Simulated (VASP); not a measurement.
Write the native input for VASP 6.6.1 that does the following.

```
Task                   : single point
Functional             : PBE
Potentials or basis    : VASP PAW PBE potentials, release 64 (Nb_sv)
Cutoff                 : 520 eV
k mesh                 : 8 × 8 × 8
Occupations            : fermi-dirac, width 0.05 eV
Spin                   : non-collinear spin, zero start, spin-orbit coupling
Starting moments       : [[0.0, 0.0, 0.0]] μB
Dipole correction      : no
Further INCAR settings : ALGO = Normal; EDIFF = 1e-06; NBANDS = 24
```

The structure of Nb lies in POSCAR:

```
Nb
1.0
    0.0000000000      2.1150000000      2.1150000000
    2.1150000000      0.0000000000      2.1150000000
    2.1150000000      2.1150000000      0.0000000000
Nb
1
Direct
    0.0000000000      0.0000000000      0.0000000000
```

These files were run (other wordings do the same):

INCAR

```
SYSTEM = Nb
ALGO = Normal
EDIFF = 1E-6
ENCUT = 520
GGA = PE
GGA_COMPAT = .FALSE.
ISIF = 2
ISMEAR = -1
LASPH = .TRUE.
LCHARG = .FALSE.
LMAXMIX = 4
LNONCOLLINEAR = .TRUE.
LORBIT = 11
LORBMOM = .TRUE.
LREAL = .FALSE.
LSORBIT = .TRUE.
LWAVE = .FALSE.
MAGMOM = 0 0 0
NBANDS = 24
NELM = 150
PREC = Accurate
SIGMA = 0.05
```

KPOINTS

```
k-points
0
G
  8 8 8
  0 0 0
```

Potentials or basis: VASP PAW PBE potentials, release 64 (Nb_sv).

Command:

```console
$ cat potpaw_PBE.64/Nb_sv/POTCAR > POTCAR
$ mpirun -np 1 vasp_ncl > vasp.out
```

It gave:

```
Pressure                                              : -2.1 GPa
Net moment                                            : 0.00 μB per cell
Valence electrons inside the program's atomic spheres : Nb 10.64
```

Wall time 53 s on 1 thread of AMD EPYC 7R13 Processor (Zen 3) (shared host), peak memory 0.16 GiB.
